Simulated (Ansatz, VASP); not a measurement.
One calculation of WS2, two programs

The input INCAR:

```
PREC = Accurate
ENCUT = 520
EDIFF = 1E-6
ISMEAR = 0
SIGMA = 0.02
LREAL = False
LASPH = True
NELM = 150
ALGO = Normal
ISIF = 2
LWAVE = False
LCHARG = True
LMAXMIX = 4
LDAU = True
LDAUTYPE = 2
LDAUL = 2 -1
LDAUU = 3 0
LDAUJ = 0 0
LDAUPRINT = 1
GGA = PS
LELF = True
LVHAR = True
NBANDS = 20
```

KPOINTS

```
Automatic mesh
0
Gamma
  12 12 2
```

File POSCAR:

```
WS2
1.0
    3.1457762274      0.0000000000      0.0000000000
   -1.5728881137      2.7243221276      0.0000000000
    0.0000000000      0.0000000000     16.1905171140
W S
1 2
Direct
    0.3333333333      0.6666666667      0.0000000000
    0.6666666667      0.3333333333      0.9032311916
    0.6666666667      0.3333333333      0.0967688084
```

Input for Ansatz:

```yaml
crystal:
  lattice:
    - [3.1457762274, 0.0, 0.0]
    - [-1.5728881137, 2.7243221276, 0.0]
    - [0.0, 0.0, 16.190517114]
  atoms:
    - { symbol: W, position: [0.3333333333, 0.6666666667, 0.0] }
    - { symbol: S, position: [0.6666666667, 0.3333333333, 0.9032311916] }
    - { symbol: S, position: [0.6666666667, 0.3333333333, 0.0967688084] }
basis:
  ecutwfc: 420
kpoints:
  mp_grid: { grid: [12, 12, 2] }
hamiltonian:
  xc: pbesol
  hubbard: { sites: [{ species: W, l: d, u_eff: 3.0 }], double_counting: fll }
scf:
  occupations: { method: gaussian, width: 0.02 }
  algorithm: direct_min
output:
  forces: true
  eigenvalues: true
  stress: true
```

Alike in both runs: task single point; functional PBEsol; k mesh 12 × 12 × 2; occupations gaussian, width 0.02 eV; no spin polarisation; Hubbard terms W d U = 3.0 eV.

|  | VASP | Ansatz |
| --- | --- | --- |
| version | VASP 6.6.1 | Ansatz 0.2.0 |
| potentials or method | VASP PAW PBE potentials, release 64 (W_sv, S), cutoff 520 eV | scalar-relativistic, plane waves, PAW |
| valence electrons in the cell | 26 | 26 |

|  | VASP | Ansatz | Ansatz less VASP |
| --- | --- | --- | --- |
| gap on the k mesh at the Fermi level (eV) | 1.89 | 1.80 | -0.090 |
| rms of the force components (eV/Å) | 0.146 | 0.005 | -0.1409 |

VASP's potentials were made for PBE, not for PBEsol. The programs project onto different local orbitals, so the same U acts differently, and such runs can settle in different states. Atom by atom the forces differ by 0.141 eV/Å (rms over components).

Spin-orbit coupling is off throughout.
